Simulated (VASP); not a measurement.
# Fe (Im-3m) in VASP: a series of runs, part 2 of 2

VASP 6.6.1. The steps go on from the part before.

### Step 3. Single point, r2SCAN50, collinear spin, ferromagnetic start

Contents of POSCAR:

```
Fe
1.0
   -1.4713013028      1.4713013028      1.4713013028
    1.4713013028     -1.4713013028      1.4713013028
    1.4713013028      1.4713013028     -1.4713013028
Fe
1
Direct
    0.0000000000      0.0000000000      0.0000000000
```

Contents of INCAR.step1:

```
ALGO     = Normal         # electronic algorithm
EDIFF    = 1E-5           # SCF threshold, eV
ENCUT    = 560            # plane-wave cutoff, eV
GGA      = PE             # functional
GGA_COMPAT= False        
ISIF     = 2              # what is computed and relaxed
ISMEAR   = -1             # smearing method
ISPIN    = 2              # spin polarisation
LASPH    = True           # aspherical terms in the spheres
LMAXMIX  = 4              # l up to which the mixer works
LORBIT   = 11             # projections on sites
LREAL    = False          # projectors in reciprocal space
LWAVE    = True           # write WAVECAR
MAGMOM   = 3              # initial moments
NBANDS   = 18             # bands
NELM     = 200            # most SCF steps
PREC     = Accurate       # precision mode
SIGMA    = 0.05           # smearing width, eV
```

Contents of INCAR.step2:

```
AEXX     = 0.5            # exact-exchange fraction
ALGO     = Normal         # electronic algorithm
EDIFF    = 1E-6           # SCF threshold, eV
ENCUT    = 560            # plane-wave cutoff, eV
GGA_COMPAT= False        
ISIF     = 2              # what is computed and relaxed
ISMEAR   = -1             # smearing method
ISPIN    = 2              # spin polarisation
ISTART   = 1            
LASPH    = True           # aspherical terms in the spheres
LCHARG   = True           # write CHGCAR
LELF     = True           # ELF
LHFCALC  = True           # exact exchange
LMAXMIX  = 4              # l up to which the mixer works
LMIXTAU  = True         
LORBIT   = 11             # projections on sites
LREAL    = False          # projectors in reciprocal space
LVHAR    = True         
LWAVE    = False          # write WAVECAR
MAGMOM   = 3              # initial moments
METAGGA  = R2SCAN         # meta-GGA
NBANDS   = 18             # bands
NELM     = 200            # most SCF steps
PREC     = Accurate       # precision mode
PRECFOCK = Normal       
SIGMA    = 0.05           # smearing width, eV
```

Contents of KPOINTS:

```
k-points
0
Gamma
  7 7 7
```

Potentials or basis: VASP PAW PBE potentials, release 64 (Fe_sv).

Command:

```
$ cat potpaw_PBE.64/Fe_sv/POTCAR > POTCAR
$ cp INCAR.step1 INCAR
$ mpirun -np 1 vasp_std > vasp.out
$ cp INCAR.step2 INCAR
$ mpirun -np 1 vasp_std > vasp.out
```

OUTCAR:

```text
AEXX = 0.5
   EDIFF = 1E-6
   ENCUT = 560
   ISIF = 2
   ISMEAR = -1
   ISPIN = 2
   ISTART = 1
   LASPH = True
   LHFCALC = True
   LORBIT = 11
   LREAL = False
   METAGGA = R2SCAN
   NELM = 200
   PREC = Accurate
   PRECFOCK = Normal

 ion  position               nearest neighbor table
   1  0.000  0.000  0.000-

  LATTYP: Found a body centered cubic cell.
 ALAT       =     2.9426026056

  Lattice vectors:

[... 1047 lines left out ...]
  Direction    XX          YY          ZZ          XY          YZ          ZX
  --------------------------------------------------------------------------------------
  -------------------------------------------------------------------------------------
  Total       -0.3561926     -0.3561926     -0.3561926     -0.0000000     -0.0000000     -0.0000000
  in kB      -44.7951069    -44.7951069    -44.7951069     -0.0000000     -0.0000000     -0.0000000
  external PRESSURE =     -44.7951069 kB  Pullay stress =       0.0000000 kB

 VOLUME and BASIS-vectors are now :
 -----------------------------------------------------------------------------
  energy-cutoff  :      560.00
  volume of cell :       12.74
      direct lattice vectors                 reciprocal lattice vectors
    -1.471301303  1.471301303  1.471301303     0.000000000  0.339835219  0.339835219
     1.471301303 -1.471301303  1.471301303     0.339835219  0.000000000  0.339835219
     1.471301303  1.471301303 -1.471301303     0.339835219  0.339835219  0.000000000

 POSITION                                       TOTAL-FORCE (eV/Angst)
 -----------------------------------------------------------------------------------
      0.00000      0.00000      0.00000         0.000000      0.000000     -0.000000
 -----------------------------------------------------------------------------------
    total drift:                                0.000000      0.000000     -0.000000

  FREE ENERGIE OF THE ION-ELECTRON SYSTEM (eV)
  ---------------------------------------------------
  free  energy   TOTEN  =       -21.3149096785 eV

  energy  without entropy=      -21.3126462863  energy(sigma->0) =      -21.31377798

 total charge

# of ion       s       p       d       tot
------------------------------------------
    1        2.168   6.026   5.434  13.628

 magnetization (x)

# of ion       s       p       d       tot
------------------------------------------
    1       -0.012  -0.042   3.415   3.360
```

OUTCAR.step1:

```text
EDIFF = 1E-5
   ENCUT = 560
   GGA = PE
   ISIF = 2
   ISMEAR = -1
   ISPIN = 2
   LASPH = True
   LORBIT = 11
   LREAL = False
   NELM = 200
[... 1069 lines left out ...]
    total drift:                                0.000000      0.000000      0.000000

  FREE ENERGIE OF THE ION-ELECTRON SYSTEM (eV)
  ---------------------------------------------------
  free  energy   TOTEN  =        -8.2851937060 eV

  energy  without entropy=       -8.2765942935  energy(sigma->0) =       -8.28089400

 total charge

# of ion       s       p       d       tot
------------------------------------------
    1        2.169   6.016   5.498  13.683

 magnetization (x)

# of ion       s       p       d       tot
------------------------------------------
    1       -0.001  -0.006   2.418   2.411
```

OSZICAR.step1:

```text
N       E                     dE             d eps       ncg     rms          rms(c)
DAV:   1     0.213490097722E+03    0.21349E+03   -0.91055E+03  1512   0.132E+03
DAV:   2    -0.464829288738E+00   -0.21395E+03   -0.19945E+03  1448   0.415E+02
DAV:   3    -0.918704140804E+01   -0.87222E+01   -0.86697E+01  1740   0.102E+02
DAV:   4    -0.929860833590E+01   -0.11157E+00   -0.11155E+00  1718   0.119E+01
DAV:   5    -0.930111035542E+01   -0.25020E-02   -0.25019E-02  1656   0.181E+00    0.117E+01
DAV:   6    -0.850341671153E+01    0.79769E+00   -0.32312E+00  1664   0.487E+01    0.132E+01
DAV:   7    -0.829898377671E+01    0.20443E+00   -0.69209E-01  1674   0.199E+01    0.488E+00
DAV:   8    -0.829101387255E+01    0.79699E-02   -0.94682E-03  1636   0.122E+00    0.142E+00
DAV:   9    -0.828527071445E+01    0.57432E-02   -0.39378E-03  2104   0.107E+00    0.337E-01
DAV:  10    -0.828517481451E+01    0.95900E-04   -0.95592E-04  1654   0.691E-01    0.446E-02
DAV:  11    -0.828519577162E+01   -0.20957E-04   -0.33749E-05  1572   0.698E-02    0.333E-02
DAV:  12    -0.828519370600E+01    0.20656E-05   -0.68472E-06  1202   0.313E-02
   1 F= -.82851937E+01 E0= -.82808940E+01  d E =-.859941E-02  mag=     2.4121
```

Run time: 24 min. Hardware: 1 thread of Intel Xeon 6975P-C (Granite Rapids), shared host; peak memory 0.15 GiB.

What came out:

```yaml
Free_energy: -21.3149 eV
Pressure: -4.5 GPa
Net_moment: 2.93 μB per cell
Site_moments: Fe +3.36 μB
Valence_electrons_inside_the_program's_atomic_spheres: Fe 13.63
```

Caveat: the k points lie up to 0.43 Å⁻¹ apart; the PAW data sets were made with another functional, which shifts forces and pressure a little.

### Step 4. Single point, PBE, collinear spin, ferromagnetic start

This run uses another cell than the first one, of 12.02 Å³/atom.

Contents of INCAR:

```
SYSTEM = Fe
  PREC = Accurate
  ENCUT = 600
  EDIFF = 1E-6
  ISMEAR = -1
  SIGMA = 0.05
  LREAL = .FALSE.
  LASPH = .TRUE.
  NELM = 200
  ALGO = Normal
  ISIF = 2
  LWAVE = .FALSE.
  LCHARG = .FALSE.
  ISPIN = 2
  MAGMOM = 1.5
  LORBIT = 11
  NUPDOWN = 1.5
  LMAXMIX = 4
  GGA = PE
  NBANDS = 18
  GGA_COMPAT = .FALSE.
```

Contents of KPOINTS:

```
regular mesh
0
G
  11 11 11
  0 0 0
```

Contents of POSCAR:

```
Fe
1.0
   -1.4430000000      1.4430000000      1.4430000000
    1.4430000000     -1.4430000000      1.4430000000
    1.4430000000      1.4430000000     -1.4430000000
Fe
1
Direct
    0.0000000000      0.0000000000      0.0000000000
```

Command:

```
$ cat potpaw_PBE.64/Fe_sv/POTCAR > POTCAR
$ mpirun -np 1 vasp_std > vasp.out
```

Wall time 14 s (1 thread of Intel Xeon 6975P-C (Granite Rapids), shared host); peak memory 0.14 GiB.

The run converged. Its results:

```
Free energy                                           : -8.1658 eV
Pressure                                              : -22.7 GPa
Net moment                                            : 1.50 μB per cell
Site moments                                          : Fe +1.55 μB
Valence electrons inside the program's atomic spheres : Fe 13.71
```

Caveat: the cell stands under tension; the total moment is fixed, so each spin has its own Fermi level and the state may be an excited one.

### Step 5. The runs side by side

```csv
level,fixed moment (μB),cell,k mesh,cutoff (eV),grid for exact exchange (PRECFOCK),share of exact exchange,gap on the mesh (eV),pressure (GPa),moment (μB)
PBEsol+D4,-,"a = 2.548 Å, angles 109.5°, 1 atom",13 × 13 × 13,690,-,-,none,-24.3,2.51
r2SCAN50,-,"a = 2.548 Å, angles 109.5°, 1 atom",7 × 7 × 7,560,Normal,0.5,none,-4.5,2.93
PBE,1.5,"a = 2.499 Å, angles 109.5°, 1 atom",11 × 11 × 11,600,-,-,-,-22.7,1.50
```

Alike in all rows: task single point; potentials or basis VASP PAW PBE potentials, release 64 (Fe_sv); spin collinear, ferromagnetic start; smearing fermi-dirac 0.05 eV.

Caveats: some runs use coarse meshes; the cell stands under tension (at least some runs); the PAW data sets were made with another functional, which shifts forces and pressure a little (at least some runs); the total moment is fixed, so each spin has its own Fermi level and the state may be an excited one (at least some runs).

Absolute energies hang on the potentials; compare differences alone.
